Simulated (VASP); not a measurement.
Set up this calculation in VASP 6.6.1, as the native input.

| Quantity | Value |
| --- | --- |
| Task | single point |
| Functional | PBE |
| Potentials or basis | VASP PAW PBE potentials, release 64 (Tl_d) |
| Cutoff | 520 eV |
| k mesh | 18 × 18 × 10 |
| Occupations | gaussian, width 0.15 eV |
| Spin | no spin polarisation |
| Dipole correction | no |
| Further INCAR settings | ALGO = Fast; EDIFF = 1e-07; NBANDS = 20 |

The structure of Tl lies in POSCAR:

```
Tl
1.0
    3.7324782250      0.0000000000      0.0000000000
   -1.8662391125      3.2324209619      0.0000000000
    0.0000000000      0.0000000000      5.0830000000
Tl
2
Direct
    0.3333333333      0.6666666667      0.2500000000
    0.6666666667      0.3333333333      0.7500000000
```

This cell differs from its parent crystal: strain +0.080 along x and y, -0.080 along z.

One way to write it, as run:

INCAR

```
  PREC = Accurate
  ENCUT = 520
  EDIFF = 1E-7
  ISMEAR = 0
  SIGMA = 0.15
  LREAL = F
  LASPH = T
  NELM = 100
  ALGO = Fast
  ISIF = 2
  LWAVE = F
  LCHARG = F
  GGA = PE
  NBANDS = 20
```

KPOINTS

```
regular mesh
0
Gamma
  18 18 10
```

Potentials or basis: VASP PAW PBE potentials, release 64 (Tl_d).

Command:

```console
$ cat potpaw_PBE.64/Tl_d/POTCAR > POTCAR
$ mpirun -np 1 vasp_std > vasp.out
```

It gave:

The pressure is 1.3 GPa. The band gap on the k mesh is zero (bands 13 and 14 overlap by 7.34 eV).

Caveat: the cell differs from its parent crystal (strain +0.080 along x and y, -0.080 along z); spin-orbit coupling is left out, which moves the levels of the heavy elements.

It took 3.1 min on 1 thread of AMD EPYC 7R13 Processor (Zen 3), with other jobs on the host, peak memory 0.3 GiB.
